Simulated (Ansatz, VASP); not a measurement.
**Two plane-wave programs on InBSe2**

```
In B Se
1.0
     3.89553    0.00000    0.00000
     0.00000    3.89553    0.00000
     0.00000    0.00000    5.39792
In B Se
1 1 2
Cartesian
  0.0000 0.0000 0.0000
  1.9478 1.9478 2.6990
  0.0000 0.0000 2.6990
  1.9478 1.9478 0.0000
```

Alike in both runs: functional PBE; k mesh 12 × 12 × 10; occupations gaussian, width 0.1 eV; no spin polarisation.

Ansatz relaxed the structure, and its values are those at the end. VASP's run is a single point on that final structure, the one shown.

|  | VASP | Ansatz |
| --- | --- | --- |
| version | VASP 6.6.1 | Ansatz 0.2.0 |
| potentials or method | VASP PAW PBE potentials, release 64 (In_d, B, Se), cutoff 520 eV | scalar-relativistic, plane waves, PAW |
| valence electrons in the cell | 28 | 48 |

|  | VASP | Ansatz | Ansatz less VASP |
| --- | --- | --- | --- |
| gap on the k mesh at the Fermi level (eV) | none | none | - |
| pressure (GPa) | 0.0 | 0.0 | -0.03 |

A gap of «none» marks a metal or a gap that the smearing closes. The functional is the same, so the differences come from potentials, cutoffs and numerics. VASP's potentials hold 28 valence electrons a cell and Ansatz's 48, so a difference there can come from the potentials and not from the codes.
